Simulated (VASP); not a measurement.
# TeW (F-43m) in VASP: a series of runs, part 2 of 2

VASP 6.6.1. Earlier steps stand in the parts before.

**3. Single point, PBEsol, collinear spin**

This run uses another cell than the first one, of 23.79 Å³/atom.

INCAR reads:

```
SYSTEM = TeW
ALGO     = Normal         ! electronic algorithm
EDIFF    = 1E-6           ! SCF threshold, eV
ENCUT    = 520            ! plane-wave cutoff, eV
GGA      = PS             ! functional
ISIF     = 2              ! what is computed and relaxed
ISMEAR   = 0              ! smearing method
ISPIN    = 2              ! spin polarisation
LASPH    = .TRUE.         ! aspherical terms in the spheres
LCHARG   = .FALSE.        ! write CHGCAR
LMAXMIX  = 4              ! l up to which the mixer works
LORBIT   = 11             ! projections on sites
LREAL    = .FALSE.        ! projectors in reciprocal space
LWAVE    = .FALSE.        ! write WAVECAR
MAGMOM   = 1 0            ! initial moments
NBANDS   = 21             ! bands
NELM     = 150            ! most SCF steps
PREC     = Accurate       ! precision mode
SIGMA    = 0.1            ! smearing width, eV
```

KPOINTS reads:

```
k-points
0
G
  12 12 12
  0 0 0
```

POSCAR reads:

```
TeW
1.0
    0.0000000000      2.8758967221      2.8758967221
    2.8758967221      0.0000000000      2.8758967221
    2.8758967221      2.8758967221      0.0000000000
W Te
1 1
Direct
    0.0000000000      0.0000000000      0.0000000000
    0.2500000000      0.2500000000      0.2500000000
```

Potentials or basis: VASP PAW PBE potentials, release 64 (W_sv, Te).

Launch:

```bash
$ cat potpaw_PBE.64/W_sv/POTCAR potpaw_PBE.64/Te/POTCAR > POTCAR
$ mpirun -np 1 vasp_std > vasp.out
```

OUTCAR:

```text
SYSTEM = TeW
   EDIFF = 1E-6
   ENCUT = 520
   GGA = PS
   ISIF = 2
   ISMEAR = 0
   ISPIN = 2
   LASPH = .TRUE.
   LORBIT = 11
   LREAL = .FALSE.
   NELM = 150
   PREC = Accurate

 ion  position               nearest neighbor table
   1  0.000  0.000  0.000-   2 2.49   2 2.49   2 2.49   2 2.49
   2  0.250  0.250  0.250-   1 2.49   1 2.49   1 2.49   1 2.49

  LATTYP: Found a face centered cubic cell.
 ALAT       =     5.7517934442

  Lattice vectors:

 A1 = (   0.0000000000,   2.8758967221,   2.8758967221)
 A2 = (   2.8758967221,   0.0000000000,   2.8758967221)
 A3 = (   2.8758967221,   2.8758967221,   0.0000000000)
[... 1365 lines left out ...]

 VOLUME and BASIS-vectors are now :
 -----------------------------------------------------------------------------
  energy-cutoff  :      520.00
  volume of cell :       47.57
      direct lattice vectors                 reciprocal lattice vectors
     0.000000000  2.875896722  2.875896722    -0.173858816  0.173858816  0.173858816
     2.875896722  0.000000000  2.875896722     0.173858816 -0.173858816  0.173858816
     2.875896722  2.875896722  0.000000000     0.173858816  0.173858816 -0.173858816

 POSITION                                       TOTAL-FORCE (eV/Angst)
 -----------------------------------------------------------------------------------
      0.00000      0.00000      0.00000         0.000000      0.000000      0.000000
      1.43795      1.43795      1.43795        -0.000000     -0.000000     -0.000000
 -----------------------------------------------------------------------------------
    total drift:                                0.000000      0.000000      0.000000

  FREE ENERGIE OF THE ION-ELECTRON SYSTEM (eV)
  ---------------------------------------------------
  free  energy   TOTEN  =       -13.8249494051 eV

  energy  without entropy=      -13.8092087733  energy(sigma->0) =      -13.81707909

 total charge

# of ion       s       p       d       tot
------------------------------------------
    1        2.363   6.187   3.754  12.303
    2        1.335   2.178   0.199   3.712
--------------------------------------------------
tot          3.697   8.365   3.953  16.016

 magnetization (x)

# of ion       s       p       d       tot
------------------------------------------
    1        0.032   0.012   0.832   0.876
    2       -0.006  -0.024   0.032   0.001
--------------------------------------------------
tot          0.026  -0.013   0.864   0.877
```

Wall time 3 min (1 thread of Intel Xeon Platinum 8259CL at 2.50GHz (Skylake/Cascade Lake), shared host); peak memory 0.26 GiB.

What came out:

```yaml
Free_energy: -13.8249 eV
Pressure: 21.3 GPa
Net_moment: 1.10 μB per cell
Site_moments: W +0.88; Te +0.00 μB
Valence_electrons_inside_the_program's_atomic_spheres: W 12.30; Te 3.71
```

Levels at points of the mesh, in eV from the Fermi level:
Spin up:
```
           k point  band 8  band 9  band 10  band 11  band 12  band 13
(0.00, 0.00, 0.00)   -4.67   -0.81    -0.81     2.22     5.36     5.36
(0.50, 0.00, 0.00)   -4.29   -0.46    -0.46    -0.45     2.62     2.62
(0.50, 0.50, 0.00)   -3.42   -1.89    -0.79    -0.16     0.61     0.61
```
Spin down:
```tsv
k point	band 5	band 6	band 7	band 8	band 9	band 10	band 11	band 12	band 13	band 14
(0.00, 0.00, 0.00)	-13.63	-4.41	-4.41	-4.41	-0.03	-0.03	2.39	5.59	5.59	5.59
(0.50, 0.00, 0.00)	-12.43	-5.91	-4.00	-4.00	-0.01	0.26	0.26	2.91	2.91	3.91
(0.50, 0.50, 0.00)	-11.98	-6.38	-3.23	-3.23	-1.60	-0.14	0.69	1.02	1.02	7.17
```

Caveat: the cell stands under pressure; the PAW data sets were made with another functional, which shifts forces and pressure a little; spin-orbit coupling is left out, which moves the levels of the heavy elements.

**4. Single point, PBEsol, collinear spin**

This run uses another cell than the first one, of 25.45 Å³/atom.

Edit INCAR of step 3 so:

```diff
@@ -2,3 +2,3 @@
 ALGO     = Normal         ! electronic algorithm
-EDIFF    = 1E-6           ! SCF threshold, eV
+EDIFF    = 1E-7           ! SCF threshold, eV
 ENCUT    = 520            ! plane-wave cutoff, eV
```

KPOINTS is that of step 3.

POSCAR reads:

```
TeW
1.0
    0.0000000000      2.9412802799      2.9412802799
    2.9412802799      0.0000000000      2.9412802799
    2.9412802799      2.9412802799      0.0000000000
W Te
1 1
Direct
    0.0000000000      0.0000000000      0.0000000000
    0.2500000000      0.2500000000      0.2500000000
```

Launch:

```bash
$ cat potpaw_PBE.64/W_sv/POTCAR potpaw_PBE.64/Te/POTCAR > POTCAR
$ mpirun -np 1 vasp_std > vasp.out
```

Run time: 2.3 min. Hardware: 1 thread of Intel Xeon Platinum 8259CL at 2.50GHz (Skylake/Cascade Lake), shared host; peak memory 0.28 GiB.

It converged, with:

| Property | Result |
| --- | --- |
| Free energy | -14.1466 eV |
| Pressure | 10.3 GPa |
| Net moment | 1.28 μB per cell |
| Site moments | W +1.00; Te -0.01 μB |
| Valence electrons inside the program's atomic spheres | W 12.16; Te 3.63 |

Levels at points of the mesh, in eV from the Fermi level:
Spin up:
| k point | band 7 | band 8 | band 9 | band 10 | band 11 | band 12 | band 13 | band 14 | band 15 | band 16 |
| --- | --- | --- | --- | --- | --- | --- | --- | --- | --- | --- |
| (0.00, 0.00, 0.00) | -4.51 | -4.51 | -0.85 | -0.85 | 1.84 | 4.99 | 4.99 | 4.99 | 6.36 | 6.36 |
| (0.50, 0.00, 0.00) | -4.17 | -4.17 | -0.53 | -0.53 | -0.52 | 2.34 | 2.34 | 3.45 | 8.34 | 8.34 |
| (0.50, 0.50, 0.00) | -3.43 | -3.43 | -1.75 | -0.91 | -0.25 | 0.50 | 0.50 | 6.32 | 6.39 | 10.33 |
Spin down:
```tsv
k point	band 5	band 6	band 7	band 8	band 9	band 10	band 11	band 12	band 13	band 14
(0.00, 0.00, 0.00)	-13.33	-4.22	-4.22	-4.22	0.06	0.06	2.06	5.27	5.27	5.27
(0.50, 0.00, 0.00)	-12.28	-5.70	-3.85	-3.85	-0.01	0.31	0.31	2.70	2.70	3.72
(0.50, 0.50, 0.00)	-11.90	-6.09	-3.22	-3.22	-1.39	-0.14	0.74	0.99	0.99	6.74
```

Caveat: the cell stands under pressure; the PAW data sets were made with another functional, which shifts forces and pressure a little; spin-orbit coupling is left out, which moves the levels of the heavy elements.

**5. Single point, PBEsol, collinear spin**

This run uses another cell than the first one, of 26.55 Å³/atom.

INCAR reads:

```
  PREC = Accurate
  ENCUT = 520
  EDIFF = 1E-6
  ISMEAR = 0
  SIGMA = 0.1
  LREAL = False
  LASPH = True
  NELM = 150
  ALGO = Normal
  ISIF = 2
  LWAVE = False
  LCHARG = True
  ISPIN = 2
  MAGMOM = 1 0
  LORBIT = 11
  LMAXMIX = 4
  GGA = PS
  LELF = True
  LVHAR = True
  NBANDS = 21
```

KPOINTS reads:

```
regular mesh
0
Gamma
  12 12 12
```

POSCAR reads:

```
TeW
1.0
    0.0000000000      2.9833042472      2.9833042472
    2.9833042472      0.0000000000      2.9833042472
    2.9833042472      2.9833042472      0.0000000000
W Te
1 1
Direct
    0.0000000000      0.0000000000      0.0000000000
    0.2500000000      0.2500000000      0.2500000000
```

Launch:

```bash
$ cat potpaw_PBE.64/W_sv/POTCAR potpaw_PBE.64/Te/POTCAR > POTCAR
$ mpirun -np 1 vasp_std > vasp.out
```

Run time: 2.2 min. Hardware: 1 thread of Intel Xeon Platinum 8259CL at 2.50GHz (Skylake/Cascade Lake), shared host; peak memory 0.28 GiB.

The run converged. Its results:

```yaml
Free_energy: -14.2490 eV
Pressure: 4.7 GPa
Net_moment: 1.34 μB per cell
Site_moments: W +1.04; Te -0.01 μB
Valence_electrons_inside_the_program's_atomic_spheres: W 12.09; Te 3.58
```

Levels at points of the mesh, in eV from the Fermi level:
Spin up:
| k point | band 9 | band 10 | band 11 | band 12 | band 13 | band 14 |
| --- | --- | --- | --- | --- | --- | --- |
| (0.00, 0.00, 0.00) | -0.86 | -0.86 | 1.60 | 4.75 | 4.75 | 4.75 |
| (0.50, 0.00, 0.00) | -0.56 | -0.56 | -0.54 | 2.19 | 2.19 | 3.28 |
| (0.50, 0.50, 0.00) | -1.66 | -0.96 | -0.29 | 0.45 | 0.45 | 6.00 |
Spin down:
| k point | band 6 | band 7 | band 8 | band 9 | band 10 | band 11 | band 12 | band 13 |
| --- | --- | --- | --- | --- | --- | --- | --- | --- |
| (0.00, 0.00, 0.00) | -4.11 | -4.11 | -4.11 | 0.09 | 0.09 | 1.85 | 5.03 | 5.03 |
| (0.50, 0.00, 0.00) | -5.57 | -3.76 | -3.76 | -0.01 | 0.32 | 0.32 | 2.57 | 2.57 |
| (0.50, 0.50, 0.00) | -5.93 | -3.22 | -3.22 | -1.28 | -0.16 | 0.75 | 0.96 | 0.96 |

Caveat: the cell stands under pressure; the PAW data sets were made with another functional, which shifts forces and pressure a little; spin-orbit coupling is left out, which moves the levels of the heavy elements.

**6. Single point, PBEsol, collinear spin**

This run uses another cell than the first one, of 24.70 Å³/atom.

INCAR reads:

```
PREC = Accurate
ENCUT = 520
EDIFF = 1E-7
ISMEAR = 0
SIGMA = 0.1
LREAL = False
LASPH = True
NELM = 150
ALGO = Normal
ISIF = 2
LWAVE = False
LCHARG = True
ISPIN = 2
MAGMOM = 1 0
LORBIT = 11
LMAXMIX = 4
GGA = PS
LELF = True
LVHAR = True
NBANDS = 21
```

KPOINTS reads:

```
regular mesh
0
Gamma
  6 6 6
```

POSCAR reads:

```
TeW
1.0
    0.0000000000      2.9124200074      2.9124200074
    2.9124200074      0.0000000000      2.9124200074
    2.9124200074      2.9124200074      0.0000000000
W Te
1 1
Direct
    0.0000000000      0.0000000000      0.0000000000
    0.2500000000      0.2500000000      0.2500000000
```

Potentials or basis: VASP PAW PBE potentials, release 64 (W_sv, Te).

Launch:

```bash
$ cat potpaw_PBE.64/W_sv/POTCAR potpaw_PBE.64/Te/POTCAR > POTCAR
$ mpirun -np 1 vasp_std > vasp.out
```

It took 37 s on 1 thread of AMD EPYC 7R13 (Zen 3), shared host; peak memory 0.18 GiB.

The run converged. Its results:

```
Free energy                                           : -14.0290 eV
Pressure                                              : 14.5 GPa
Net moment                                            : 1.08 μB per cell
Site moments                                          : W +0.85; Te -0.01 μB
Valence electrons inside the program's atomic spheres : W 12.22; Te 3.66
```

Levels at points of the mesh, in eV from the Fermi level:
Spin up:
| k point | band 8 | band 9 | band 10 | band 11 | band 12 | band 13 |
| --- | --- | --- | --- | --- | --- | --- |
| (0.00, 0.00, 0.00) | -4.52 | -0.76 | -0.76 | 2.06 | 5.21 | 5.21 |
| (0.50, 0.00, 0.00) | -4.17 | -0.43 | -0.43 | -0.42 | 2.52 | 2.52 |
| (0.50, 0.50, 0.00) | -3.38 | -1.75 | -0.79 | -0.13 | 0.61 | 0.61 |
Spin down:
```tsv
k point	band 6	band 7	band 8	band 9	band 10	band 11	band 12	band 13
(0.00, 0.00, 0.00)	-4.28	-4.28	-4.28	0.01	0.01	2.23	5.44	5.44
(0.50, 0.00, 0.00)	-5.77	-3.89	-3.89	0.00	0.28	0.28	2.81	2.81
(0.50, 0.50, 0.00)	-6.20	-3.20	-3.20	-1.46	-0.15	0.71	1.02	1.02
```

Caveat: the cell stands under pressure; the PAW data sets were made with another functional, which shifts forces and pressure a little; spin-orbit coupling is left out, which moves the levels of the heavy elements.

**7. Overview**

| cell | k mesh | gap on the mesh (eV) | pressure (GPa) | moment (μB) |
| --- | --- | --- | --- | --- |
| a = 3.970 Å, angles 60.0°, 2 atoms | 12 × 12 × 12 | none | 36.3 | 0.73 |
| a = 4.067 Å, angles 60.0°, 2 atoms | 12 × 12 × 12 | none | 21.3 | 1.10 |
| a = 4.160 Å, angles 60.0°, 2 atoms | 12 × 12 × 12 | none | 10.3 | 1.28 |
| a = 4.219 Å, angles 60.0°, 2 atoms | 12 × 12 × 12 | none | 4.7 | 1.34 |
| a = 4.119 Å, angles 60.0°, 2 atoms | 6 × 6 × 6 | none | 14.5 | 1.08 |

Alike in all rows: task single point; level PBEsol; potentials or basis VASP PAW PBE potentials, release 64 (W_sv, Te); spin collinear; cutoff (eV) 520; smearing gaussian 0.1 eV.

Caveats: the cell stands under pressure; the PAW data sets were made with another functional, which shifts forces and pressure a little; spin-orbit coupling is left out, which moves the levels of the heavy elements.

Total energies depend on the potentials used, so only differences within one code and one set of settings carry meaning.
